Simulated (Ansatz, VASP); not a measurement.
## One calculation of Re, two programs

```
CELL_PARAMETERS angstrom
2.75686 0.00000 0.00000
-1.37843 2.38751 0.00000
0.00000 0.00000 4.45546
ATOMIC_POSITIONS crystal
Re 0.33333 0.66667 0.25000
Re 0.66667 0.33333 0.75000
```

Alike in both runs: functional PBE; dispersion D3(BJ); k mesh 18 × 18 × 10; occupations gaussian, width 0.1 eV; no spin polarisation.

Ansatz relaxed the structure, and its values are those at the end. VASP's run is a single point on that final structure, the one shown.

|  | VASP | Ansatz |
| --- | --- | --- |
| version | VASP 6.6.1 | Ansatz 0.2.0 |
| potentials or method | VASP PAW PBE potentials, release 64 (Re), cutoff 520 eV | scalar-relativistic, plane waves, PAW |
| valence electrons in the cell | 14 | 30 |

|  | VASP | Ansatz | Ansatz less VASP |
| --- | --- | --- | --- |
| gap on the k mesh at the Fermi level (eV) | none | none | - |
| pressure (GPa) | -0.4 | 0.0 | +0.41 |

A gap of «none» marks a metal or a gap that the smearing closes. VASP's potentials hold 14 valence electrons a cell and Ansatz's 30, so a difference there can come from the potentials and not from the codes.

Neither program's run includes spin-orbit coupling.
